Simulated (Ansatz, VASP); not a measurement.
## K2HfSe3: VASP beside Ansatz

Contents of INCAR:

```
SYSTEM = K2HfSe3
PREC = Accurate
ENCUT = 600
EDIFF = 1E-6
ISMEAR = 0
SIGMA = 0.1
LREAL = .False.
LASPH = .True.
NELM = 60
ALGO = Normal
ISIF = 3
LWAVE = .False.
LCHARG = .False.
GGA = PE
IBRION = 2
NSW = 90
EDIFFG = -0.04
```

File KPOINTS:

```
regular mesh
0
Gamma
  6 6 2
  0 0 0
```

The input POSCAR:

```
K2HfSe3
1.0
    4.6809473800      0.0000000000      0.0000000000
   -2.3404736900      4.0538193500      0.0000000000
    0.0000000000      0.0000000000      7.8426514700
K Hf Se
2 1 3
Direct
    0.6666666700      0.3333333300      0.7006975400
    0.3333333300      0.6666666700      0.2993024600
    0.0000000000      0.0000000000      0.0000000000
    0.6666666700      0.3333333300      0.3462188200
    0.3333333300      0.6666666700      0.6537811800
    0.0000000000      0.0000000000      0.5000000000
```

Input for Ansatz:

```yaml
crystal:
  lattice:
    - [4.68094738, 0.0, 0.0]
    - [-2.34047369, 4.05381935, 0.0]
    - [0.0, 0.0, 7.84265147]
  atoms:
    - { symbol: K, position: [0.66666667, 0.33333333, 0.70069754] }
    - { symbol: K, position: [0.33333333, 0.66666667, 0.29930246] }
    - { symbol: Hf, position: [0.0, 0.0, 0.0] }
    - { symbol: Se, position: [0.66666667, 0.33333333, 0.34621882] }
    - { symbol: Se, position: [0.33333333, 0.66666667, 0.65378118] }
    - { symbol: Se, position: [0.0, 0.0, 0.5] }
basis:
  ecutwfc: 420
kpoints:
  mp_grid: { grid: [6, 6, 2] }
hamiltonian:
  xc: pbe
scf:
  occupations: { method: gaussian, width: 0.1 }
  lower_state_search: "off"
output:
  forces: true
  stress: true
  eigenvalues: true
relax:
  adjacent_minimum: "off"
  f_tol: 0.04
  max_steps: 70
  cell: { stress_tol: 0.4 }
```

Change from the starting cell: species swapped into the Eu2H3Cl type (P-3m1, No. 164).

Alike in both runs: task relaxation of cell and atoms; functional PBE; k mesh 6 × 6 × 2; occupations gaussian, width 0.1 eV; no spin polarisation.

|  | VASP | Ansatz |
| --- | --- | --- |
| version | VASP 6.6.1 | Ansatz 0.2.0 |
| potentials or method | VASP PAW PBE potentials, release 64 (K_sv, Hf_pv, Se), cutoff 600 eV | scalar-relativistic, plane waves, PAW |
| valence electrons in the cell | 46 | 92 |

Ansatz gave:

- gap on the k mesh at the Fermi level, each at its own relaxed structure (eV): none
- relaxed volume (Å³/atom): 24.09
- relaxed length of the cell vector where the two differ most in proportion (Å): 6.216

Question: Which values does VASP return?

Answer: gap on the k mesh at the Fermi level, each at its own relaxed structure (eV): none; relaxed volume (Å³/atom): 24.08; relaxed length of the cell vector where the two differ most in proportion (Å): 6.171.

A gap of «none» marks a metal or a gap that the smearing closes. VASP's potentials hold 46 valence electrons a cell and Ansatz's 92, so a difference there can come from the potentials and not from the codes.

The k mesh is coarse, so the values compare programs but aren't converged. Neither program's run includes spin-orbit coupling.
